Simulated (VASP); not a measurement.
Set up this calculation in VASP 6.6.1, as the native input.

```
Task                   : single point
Functional             : PBE
Dispersion             : D3(BJ)
Potentials or basis    : VASP PAW PBE potentials, release 64 (Cl, H)
Cutoff                 : 520 eV
k mesh                 : 1 × 1 × 1
Occupations            : fermi-dirac, width 0.05 eV
Spin                   : no spin polarisation
Dipole correction      : no
Further INCAR settings : LREAL = Auto; ALGO = Normal; EDIFF = 1e-07; NBANDS = 56
```

The structure of HCl lies in POSCAR:

```
HCl
1.0
    7.4168600000      0.0000000000      0.0000000000
    0.0000000000      7.4168600000      0.0000000000
    0.0000000000      0.0000000000      7.4168600000
Cl H
10 10
Direct
    0.6048651316      0.3422607411      0.6287701264
    0.4068972584      0.1799683424     -0.0095188530
    0.6354441098      0.5462823890      0.1973611474
   -0.0551581127      0.6223927646      0.6005910857
    1.0407369156      0.4997667477      1.0276181565
    0.4592105015      0.8254436514      0.7258192820
    0.7789819411      1.0964343401      0.2890576336
    0.1605261526      0.2737411789      0.4039445264
   -0.0298104589     -0.0020898332      0.8099114720
    0.2442947555      0.8280458307      0.2468834520
    0.5945507937      0.3347777901      0.4489366120
    0.3095379986      0.0688161837      0.0727531597
    0.5420083432      0.6903056010      0.2313243071
    0.0452212931      0.4900456527      0.5254919198
    1.0051018895      0.5359006372      0.8529620351
    0.4737314713      0.9734847361      0.8292188338
    0.7237024833      1.0896794600      0.1173137959
    0.2948956836      0.2828825136      0.5286334109
   -0.0916964861      0.1279382380      0.7113926918
    0.1514522318      0.7051501579      0.1572767991
```

These files were run (other wordings do the same):

INCAR

```
PREC = Accurate
ENCUT = 520
EDIFF = 1E-7
ISMEAR = -1
SIGMA = 0.05
LREAL = Auto
LASPH = T
NELM = 60
ALGO = Normal
ISIF = 2
LWAVE = F
LCHARG = F
GGA = PE
IVDW = 12
NBANDS = 56
```

KPOINTS

```
regular mesh
0
Gamma
  1 1 1
```

Potentials or basis: VASP PAW PBE potentials, release 64 (Cl, H).

The run is started by

```bash
$ cat potpaw_PBE.64/Cl/POTCAR potpaw_PBE.64/H/POTCAR > POTCAR
$ mpirun -np 1 vasp_gam > vasp.out
```

Results of the run:

The pressure is 0.4 GPa, the largest force is 1.673 eV/Å and the dispersion energy per atom is -0.080 eV.

Caveat: the k points lie up to 0.85 Å⁻¹ apart.

It took 60 s on 1 thread of Intel(R) Xeon(R) Platinum 8259CL CPU @ 2.50GHz (Skylake/Cascade Lake), with other jobs on the host, peak memory 0.42 GiB.
